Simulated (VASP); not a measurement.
Runs of VASP 6.6.1 on CuI. The structure is that of space group F-43m (No. 216), or close to it. The cells are those of the table. 

```csv
level,spin,cell,k mesh,grid for exact exchange (PRECFOCK),share of exact exchange,screening parameter,pressure (GPa),moment (μB)
HSE06,off,"a = 4.287 Å, angles 60.0°, 2 atoms",6 × 6 × 6,Normal,0.25,0.2079 1/Å,(a),-
PBEsol,"non-collinear, zero start, SOC","a = 4.200 Å, angles 60.0°, 2 atoms",8 × 8 × 8,-,-,-,(b),0.00
PBEsol,"non-collinear, zero start, SOC","a = 4.258 Å, angles 60.0°, 2 atoms",8 × 8 × 8,-,-,-,-1.6,0.00
PBEsol,"non-collinear, zero start, SOC","a = 4.344 Å, angles 60.0°, 2 atoms",8 × 8 × 8,-,-,-,-3.7,0.00
PBEsol,"non-collinear, zero start, SOC","a = 4.316 Å, angles 60.0°, 2 atoms",8 × 8 × 8,-,-,-,-3.1,0.00
```

Alike in all rows: task single point; potentials or basis VASP PAW PBE potentials, release 64 (I, Cu); cutoff (eV) 520; smearing fermi-dirac 0.05 eV.

Q: Estimate the missing entries.

A: (a) 0.3; (b) 0.2.

Caveats: the PAW data sets were made with another functional, which shifts forces and pressure a little; the cell stands under tension (at least some runs).
